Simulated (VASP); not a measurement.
Set up this calculation in VASP 6.6.1, as the native input.

```
Task                   : electric field gradients
Functional             : r2SCAN
Potentials or basis    : VASP PAW PBE potentials, release 64 (Si, O)
Cutoff                 : 520 eV
k mesh                 : 4 × 4 × 4
Occupations            : fermi-dirac, width 0.02 eV
Spin                   : no spin polarisation
Dipole correction      : no
Further INCAR settings : LREAL = Auto; ALGO = Normal; EDIFF = 1e-08; NBANDS = 63
```

SiO2:

```xyz
18
Lattice="-4.4696 4.4696 4.4696 4.4696 -4.4696 4.4696 4.4696 4.4696 -4.4696" Properties=species:S:1:pos:R:3 pbc="T T T"
Si    2.2348    4.4696    0.0000
Si    2.2348    0.0000    4.4696
Si    4.4696    0.0000    2.2348
Si    0.0000    4.4696    2.2348
Si    4.4696    2.2348    0.0000
Si    0.0000    2.2348    4.4696
O     1.3183    4.4696   -1.3183
O     1.3183    1.3183    4.4696
O     1.3183   -1.3183    4.4696
O     3.1513    0.0000    3.1513
O     1.3183    4.4696    1.3183
O     4.4696    1.3183   -1.3183
O     0.0000    3.1513    3.1513
O    -1.3183    1.3183    4.4696
O     4.4696   -1.3183    1.3183
O     4.4696    1.3183    1.3183
O     3.1513    3.1513    0.0000
O    -1.3183    4.4696    1.3183
```

One way to write it, as run:

POSCAR

```
SiO2
1.0
   -4.4696193450      4.4696193450      4.4696193450
    4.4696193450     -4.4696193450      4.4696193450
    4.4696193450      4.4696193450     -4.4696193450
Si O
6 12
Direct
    0.5000000000      0.2500000000      0.7500000000
    0.5000000000      0.7500000000      0.2500000000
    0.2500000000      0.7500000000      0.5000000000
    0.7500000000      0.2500000000      0.5000000000
    0.2500000000      0.5000000000      0.7500000000
    0.7500000000      0.5000000000      0.2500000000
    0.3525239400      0.0000000000      0.6474760600
    0.6474760600      0.6474760600      0.2949521200
    0.3525239400      0.6474760600      0.0000000000
    0.3525239400      0.7050478800      0.3525239400
    0.6474760600      0.2949521200      0.6474760600
    0.0000000000      0.3525239400      0.6474760600
    0.7050478800      0.3525239400      0.3525239400
    0.6474760600      0.3525239400      0.0000000000
    0.0000000000      0.6474760600      0.3525239400
    0.2949521200      0.6474760600      0.6474760600
    0.3525239400      0.3525239400      0.7050478800
    0.6474760600      0.0000000000      0.3525239400
```

INCAR.step1

```
SYSTEM = SiO2
PREC     = Accurate       ! precision mode
ENCUT    = 520            ! plane-wave cutoff, eV
ISMEAR   = -1             ! smearing method
SIGMA    = 0.02           ! smearing width, eV
LREAL    = Auto         
LASPH    = .True.         ! aspherical terms in the spheres
NELM     = 60             ! most SCF steps
NBANDS   = 63             ! bands
GGA      = PE             ! functional
ALGO     = Normal         ! electronic algorithm
EDIFF    = 1E-4           ! SCF threshold, eV
LWAVE    = .True.         ! write WAVECAR
LCHARG   = .False.        ! write CHGCAR
```

INCAR.step2

```
SYSTEM = SiO2
PREC     = Accurate       ! precision mode
ENCUT    = 520            ! plane-wave cutoff, eV
EDIFF    = 1E-8           ! SCF threshold, eV
ISMEAR   = -1             ! smearing method
SIGMA    = 0.02           ! smearing width, eV
LREAL    = Auto         
LASPH    = .True.         ! aspherical terms in the spheres
NELM     = 60             ! most SCF steps
ALGO     = Normal         ! electronic algorithm
ISIF     = 2              ! what is computed and relaxed
LWAVE    = .False.        ! write WAVECAR
LCHARG   = .False.        ! write CHGCAR
METAGGA  = R2SCAN         ! meta-GGA
LMIXTAU  = .True.       
LEFG     = .True.       
NBANDS   = 63             ! bands
ISTART   = 1
```

KPOINTS

```
Automatic mesh
0
Gamma
  4 4 4
  0 0 0
```

Potentials or basis: VASP PAW PBE potentials, release 64 (Si, O).

Run with:

```console
$ cat potpaw_PBE.64/Si/POTCAR potpaw_PBE.64/O/POTCAR > POTCAR
$ cp INCAR.step1 INCAR
$ mpirun -np 1 vasp_std > vasp.out
$ cp INCAR.step2 INCAR
$ mpirun -np 1 vasp_std > vasp.out
```

Results of the run:

- Pressure: 0.2 GPa
- Largest force: 0.017 eV/Å
- Band gap on the k mesh: 6.24 eV
- Largest electric field gradient by atom: Si -7.5; O +92.1 V/Å²

Caveat: without QUAD_EFG the Cq values of the log hold for a quadrupole moment of 1 mb, not for the nuclei; the PAW data sets were made with another functional, which shifts forces and pressure a little.

Run time: 11 min on 1 thread of AMD EPYC 9R45 96-Core Processor (Zen 5), with other jobs on the host, peak memory 0.55 GiB.
